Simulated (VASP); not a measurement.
The system is Fe2O3.

```
Fe O
1.0
     2.58480    1.49233    4.64677
    -2.58480    1.49233    4.64677
     0.00000   -2.98466    4.64677
Fe O
4 6
Direct
  0.35493 0.35493 0.35493
  0.14507 0.14507 0.14507
  0.64507 0.64507 0.64507
  0.85493 0.85493 0.85493
  0.55363 0.94637 0.25000
  0.25000 0.55363 0.94637
  0.94637 0.25000 0.55363
  0.44637 0.05363 0.75000
  0.75000 0.44637 0.05363
  0.05363 0.75000 0.44637
```

```yaml
Program: VASP 6.6.1
Task: relaxation of cell and atoms
Functional: PBE
Potentials_or_basis: VASP PAW PBE potentials, release 64 (Fe, O)
Cutoff: 600 eV
k_mesh: 4 × 4 × 4
Occupations: gaussian, width 0.05 eV
Spin: collinear spin, antiferromagnetic start
Starting_moments: "[4.23, -4.23, 4.23, -4.23, 0.0, 0.0, 0.0, 0.0, 0.0, 0.0] μB"
Hubbard_terms: Fe d U = 4.0 eV
```

At the start: pressure -8.1 GPa; volume 10.75 Å³/atom.

Question: Where does the relaxation end?

Answer: Over 9 steps the energy falls by 14.5 meV/atom and the volume is 10.27 Å³/atom (-4.5 %); space group R-3c (No. 167, to 0.1 Å) before and after; moment 0.00 μB per cell.

Step by step:
```tsv
step	energy change (eV)	largest force (eV/Å)	pressure (GPa)	volume (Å³)
1	0.0000	0.1219	-8.13	107.55
2	-0.0680	0.0868	7.04	99.27
3	-0.1379	0.1066	0.17	102.58
4	-0.1379	0.1062	0.36	102.49
5	-0.1423	0.0493	0.28	102.55
6	-0.1438	0.0636	0.20	102.63
7	-0.1444	0.0273	-0.21	102.85
8	-0.1444	0.0236	-0.27	102.87
9	-0.1446	0.0081	0.03	102.71
```

Final structure:
```xyz
10
Lattice="2.5324 1.4621 4.6231 -2.5324 1.4621 4.6231 0.0000 -2.9242 4.6231" Properties=species:S:1:pos:R:3 pbc="T T T"
Fe    0.0000    0.0000    4.9117
Fe    0.0000    0.0000    2.0229
Fe    0.0000    0.0000    8.9575
Fe    0.0000    0.0000   11.8463
O    -0.9812    1.4621    8.0904
O    -0.7756   -1.5808    8.0904
O     1.7568    0.1187    8.0904
O     0.9812   -1.4621    5.7788
O     0.7756    1.5808    5.7788
O    -1.7568   -0.1187    5.7788
```
